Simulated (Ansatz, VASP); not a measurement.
# Hf: VASP beside Ansatz

```xyz
2
Lattice="2.4571 0.0000 0.0000 -1.2286 2.1279 0.0000 0.0000 0.0000 4.2973" Properties=species:S:1:pos:R:3 pbc="T T T"
Hf    0.0000    1.4186    1.0743
Hf    1.2286    0.7093    3.2230
```

Change from the starting cell: volume scaled by 0.52, LAPW.

Alike in both runs: task single point; functional PBEsol; k mesh 15 × 15 × 9; occupations fermi-dirac, width 0.08 eV; no spin polarisation.

|  | VASP | Ansatz |
| --- | --- | --- |
| version | VASP 6.6.1 | Ansatz 0.2.0 |
| potentials or method | VASP PAW PBE potentials, release 64 (Hf_pv), cutoff 500 eV | all-electron LAPW, scalar-relativistic |

```tsv
	VASP	Ansatz	Ansatz less VASP
pressure (GPa)	222.7	226.7	+4.04
traceless stress, the component that is largest in VASP (GPa)	-0.47	0.15	+0.622
```

VASP's potentials were made for PBE, not for PBEsol. Both programs put the cell under a high pressure, so it lies far from rest at this level. Ansatz ran all-electron here, and VASP with PAW potentials.

Spin-orbit coupling is off throughout. Noted on VASP's run: the cell as given lies far from equilibrium.
